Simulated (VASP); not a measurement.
# HC2 in VASP: notebook, part 2 of 2

VASP 6.6.1. Earlier steps stand in the parts before.

## (3) Single point, PBEsol

The input, INCAR:

```
SYSTEM = HC2
ALGO = Normal
EDIFF = 1E-6
ENCUT = 520
GGA = PS
GGA_COMPAT = .False.
ISIF = 2
ISMEAR = 0
LASPH = .True.
LCHARG = .True.
LELF = .True.
LREAL = .False.
LVHAR = .True.
LWAVE = .False.
NBANDS = 54
NELM = 120
NELMDL = -8
PREC = Accurate
SIGMA = 0.05
```

The input, KPOINTS:

```
k-points
0
Gamma
  3 3 1
  0 0 0
```

The input, POSCAR:

```
HC2
1.0
    5.0487420000      0.0000000000      0.0000000000
    2.5243710000      4.3723390000      0.0000000000
    0.0000000000      0.0000000000     17.7764260000
H C
8 16
Direct
    0.1666667848      0.1666666285      0.0562542774
    0.6666667848      0.1666666285      0.0562542774
    0.1666666285      0.6666667429      0.0562542774
    0.6666666285      0.6666667429      0.0562542774
    0.4985206313     -0.0013647158      0.3244927861
    0.0015481278      0.5052295808      0.3248317181
    0.4912427599      0.5006114576      0.3245761550
    1.0449316519      0.7255354628      0.3526572777
    0.1666667848      0.1666666285      0.1181339826
    0.6666667848      0.1666666285      0.1181339826
    0.1666666285      0.6666667429      0.1181339826
    0.6666666285      0.6666667429      0.1181339826
   -0.1666666285      0.3333332571      0.1471209680
    0.3333333715      0.3333332571      0.1471209680
   -0.1666665867      0.8333333715      0.1471209680
    0.3333334133      0.8333333715      0.1471209680
   -0.1665156333      0.3218272874      0.2367284065
    0.3319042490      0.3286593286      0.2341423974
   -0.1686341898      0.8255892327      0.2346208400
    0.3316035078      0.8268057440      0.2354311828
    0.0011296800     -0.0192960793      0.2609265215
    0.4970364727     -0.0044438457      0.2620161106
   -0.0024851036      0.4920990801      0.2600732566
    0.4991397716      0.4937265843      0.2621026859
```

Potentials or basis: VASP PAW PBE potentials, release 64 (H, C).

Launch:

```console
cat potpaw_PBE.64/H/POTCAR potpaw_PBE.64/C/POTCAR > POTCAR
mpirun -np 1 vasp_std > vasp.out
```

OUTCAR:

```text
SYSTEM = HC2
   EDIFF = 1E-6
   ENCUT = 520
   GGA = PS
   ISIF = 2
   ISMEAR = 0
   LASPH = .True.
   LREAL = .False.
   NELM = 120
   NELMDL = -8
   PREC = Accurate

 ion  position               nearest neighbor table
   1  0.167  0.167  0.056-   9 1.10
   2  0.667  0.167  0.056-  10 1.10
   3  0.167  0.667  0.056-  11 1.10
   4  0.667  0.667  0.056-  12 1.10
   5  0.499  0.999  0.324-  22 1.11
   6  0.002  0.505  0.325-  23 1.15
   7  0.491  0.501  0.325-  24 1.11
   8  0.045  0.726  0.353-
   9  0.167  0.167  0.118-   1 1.10  14 1.55  16 1.55  13 1.55
[... 494 lines left out ...]
  Total       -2.1160603     -4.6843272     -4.6063344     -0.2847135      5.9288255      3.3643906
  in kB       -8.6396702    -19.1256565    -18.8072196     -1.1624576     24.2068232     13.7364828
  external PRESSURE =     -15.5241821 kB  Pullay stress =       0.0000000 kB

 VOLUME and BASIS-vectors are now :
 -----------------------------------------------------------------------------
  energy-cutoff  :      520.00
  volume of cell :      392.41
      direct lattice vectors                 reciprocal lattice vectors
     5.048742000  0.000000000  0.000000000     0.198069143 -0.114355268  0.000000000
     2.524371000  4.372339000  0.000000000     0.000000000  0.228710537  0.000000000
     0.000000000  0.000000000 17.776426000     0.000000000  0.000000000  0.056254277

 POSITION                                       TOTAL-FORCE (eV/Angst)
 -----------------------------------------------------------------------------------
      1.26219      0.72872      1.00000        -0.011041     -0.021352     -0.320727
      3.78656      0.72872      1.00000        -0.023090     -0.036841     -0.313083
      2.52437      2.91489      1.00000        -0.020083     -0.013729     -0.299929
      5.04874      2.91489      1.00000        -0.019589     -0.043592     -0.301168
      5.03783      4.36637      5.76832         0.040040     -0.056009      0.027316
      1.28320      2.20904      5.77435        -0.041149      0.080749     -0.232109
[... 16 lines left out ...]
      6.27844      2.15162      4.62317        -0.009291     -0.085999      0.122995
      3.76638      2.15874      4.65925         0.011907     -0.070834     -0.011384
 -----------------------------------------------------------------------------------
    total drift:                               -0.000202      0.000176      0.000733

  FREE ENERGIE OF THE ION-ELECTRON SYSTEM (eV)
  ---------------------------------------------------
  free  energy   TOTEN  =      -178.8577276962 eV

  energy  without entropy=     -178.8577276962  energy(sigma->0) =     -178.85772770
```

OSZICAR:

```text
N       E                     dE             d eps       ncg     rms          rms(c)
DAV:   1     0.504567589543E+03    0.50457E+03   -0.30732E+04   540   0.110E+03
DAV:   2    -0.119937097871E+03   -0.62450E+03   -0.59629E+03   778   0.268E+02
DAV:   3    -0.186888103671E+03   -0.66951E+02   -0.66464E+02   680   0.894E+01
[... 19 lines left out ...]
DAV:  23    -0.178857689573E+03   -0.84961E-04   -0.66732E-06   516   0.679E-03    0.115E-03
DAV:  24    -0.178857718011E+03   -0.28438E-04   -0.15355E-06   464   0.394E-03    0.413E-04
DAV:  25    -0.178857724183E+03   -0.61720E-05   -0.24728E-07   456   0.162E-03    0.278E-04
DAV:  26    -0.178857726975E+03   -0.27929E-05   -0.11133E-07   448   0.945E-04    0.110E-04
DAV:  27    -0.178857727696E+03   -0.72072E-06   -0.28160E-08   440   0.524E-04
   1 F= -.17885773E+03 E0= -.17885773E+03  d E =-.686001E-19
```

stdout:

```text
POSCAR found type information on POSCAR H C
 POSCAR found :  2 types and      24 ions
 scaLAPACK will be used
 -----------------------------------------------------------------------------
|                                                                             |
|                                                                             |
|     You have a (more or less) 'large supercell' and for larger cells it     |
|     might be more efficient to use real-space projection operators.         |
|     Therefore, try LREAL= Auto in the INCAR file.                           |
|     Mind: For very accurate calculation, you might also keep the            |
|     reciprocal projection scheme (i.e. LREAL=.FALSE.).                      |
|                                                                             |
 -----------------------------------------------------------------------------

 -----------------------------------------------------------------------------
|                                                                             |
|                                                                             |
|     You enforced a specific xc type in the INCAR file but a different       |
|     I HOPE YOU KNOW WHAT YOU ARE DOING!                                     |
|                                                                             |
 -----------------------------------------------------------------------------

 LDA part: xc-table for (Slater+PW92), standard interpolation
 POSCAR, INCAR and KPOINTS ok, starting setup
 FFT: planning ... GRIDC
 FFT: planning ... GRID_SOFT
 FFT: planning ... GRID
 WAVECAR not read
 entering main loop
```

Wall time 4.3 min (1 thread of Intel Xeon Platinum 8488C (Sapphire Rapids), shared host); peak memory 0.51 GiB.

Results:

- Free energy: -178.8577 eV
- Largest force: 2.304 eV/Å
- Band gap on the k mesh: 2.10 eV

Forces on the atoms (eV/Å):
```
H   -0.011 -0.021 -0.321
H   -0.023 -0.037 -0.313
H   -0.020 -0.014 -0.300
H   -0.020 -0.044 -0.301
H    0.040 -0.056  0.027
H   -0.041  0.081 -0.232
H   -0.001 -0.024  0.029
H    0.924  1.903 -0.912
C   -0.022 -0.004  1.437
C    0.009  0.015  1.403
C    0.012 -0.003  1.417
C   -0.033 -0.032  1.577
C   -0.222 -0.600 -0.751
C   -0.095 -0.167 -0.956
C   -0.154 -0.184 -1.180
C   -0.260 -0.139 -0.878
C   -0.020 -0.099 -0.002
C    0.000 -0.055  0.002
C   -0.043 -0.083 -0.065
C    0.004 -0.074  0.014
C   -0.030 -0.148  0.207
C    0.004 -0.059 -0.014
C   -0.009 -0.086  0.123
C    0.012 -0.071 -0.011
```

Caveat: the k points lie up to 0.48 Å⁻¹ apart; the PAW data sets were made with another functional, which shifts forces and pressure a little.
